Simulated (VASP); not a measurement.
Ru, 2 atoms in the cell. The structure is hexagonal, space group P6_3/mmc (No. 194). Conventional cell: a = 2.706 Å, b = 2.706 Å, c = 4.282 Å, α = 90.00°, β = 90.00°, γ = 120.00°. Within 3.5 Å of Ru (site symmetry -6m2) lie 12 Ru at 2.65 to 2.71 Å. 

- Program: VASP 6.6.1
- Task: single point
- Functional: PBE
- Potentials or basis: VASP PAW PBE potentials, release 64 (Ru_pv)
- Cutoff: 520 eV
- k mesh: 13 × 13 × 7
- Occupations: fermi-dirac, width 0.05 eV
- Spin: no spin polarisation
- Dipole correction: no
- Further INCAR settings: ALGO = Normal; EDIFF = 1e-06; NBANDS = 21

Potentials or basis: VASP PAW PBE potentials, release 64 (Ru_pv).

Run with:

```console
$ cat potpaw_PBE.64/Ru_pv/POTCAR > POTCAR
$ mpirun -np 1 vasp_std > vasp.out
```

Hardware: 1 thread of AMD EPYC 7R13 Processor (Zen 3), on a shared host.

Task: How long does it take, and how much memory?

Result: Wall time 26 s on 1 thread of AMD EPYC 7R13 Processor (Zen 3), on a shared host, peak memory 0.13 GiB. Counts: scf iterations 12, k points 84.
